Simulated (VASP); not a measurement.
Here is a VASP 6.6.1 calculation.

INCAR

```
PREC = Accurate
ENCUT = 500
EDIFF = 1E-6
ISMEAR = 0
SIGMA = 0.02
LREAL = False
LASPH = True
NELM = 120
ALGO = Normal
ISIF = 2
LWAVE = False
LCHARG = False
GGA = PE
NBANDS = 16
GGA_COMPAT = False
```

The input KPOINTS:

```
regular mesh
0
Gamma
  10 10 10
```

File POSCAR:

```
GaP
1.0
    0.0000000000      2.7533029093      2.7533029093
    2.7533029093      0.0000000000      2.7533029093
    2.7533029093      2.7533029093      0.0000000000
Ga P
1 1
Direct
    0.0000000000      0.0000000000      0.0000000000
    0.2500000000      0.2500000000      0.2500000000
```

Potentials or basis: VASP PAW PBE potentials, release 64 (Ga_d, P).

Launch:

```console
$ cat potpaw_PBE.64/Ga_d/POTCAR potpaw_PBE.64/P/POTCAR > POTCAR
$ mpirun -np 1 vasp_std > vasp.out
```

Task: Predict the band gap on the k mesh.

Result: 1.57 eV.

Task: Predict the pressure.

Result: -0.1 GPa.

A k mesh can miss the band edges.
